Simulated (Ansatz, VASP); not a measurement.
**Two plane-wave programs on F**

```
F
1.0
     3.01112   -1.73059   -0.23224
     3.01112    1.73059   -0.23224
    -2.26413    0.00000    6.93055
F
4
Direct
  0.08485 0.08485 0.09800
  0.91515 0.91515 0.90200
  0.50157 0.50157 0.59372
  0.49843 0.49843 0.40628
```

Alike in both runs: task single point; functional PBEsol; k mesh 4 × 4 × 2; occupations gaussian, width 0.05 eV; no spin polarisation.

|  | VASP | Ansatz |
| --- | --- | --- |
| version | VASP 6.6.1 | Ansatz 0.2.0 |
| potentials or method | VASP PAW PBE potentials, release 64 (F), cutoff 520 eV | scalar-relativistic, plane waves, PAW |
| valence electrons in the cell | 28 | 28 |

|  | VASP | Ansatz | Ansatz less VASP |
| --- | --- | --- | --- |
| gap on the k mesh at the Fermi level (eV) | 3.09 | 3.17 | +0.079 |
| least direct gap on the mesh (eV) | 3.21 | 3.29 | +0.078 |
| pressure (GPa) | 2.4 | 1.9 | -0.46 |
| traceless stress, the component that is largest in VASP (GPa) | 4.79 | 3.12 | -1.674 |
| rms of the force components (eV/Å) | 0.925 | 0.692 | -0.2327 |

VASP's potentials were made for PBE, not for PBEsol. Atom by atom the forces differ by 0.280 eV/Å (rms over components).

The k mesh is coarse, so the values compare programs but aren't converged.
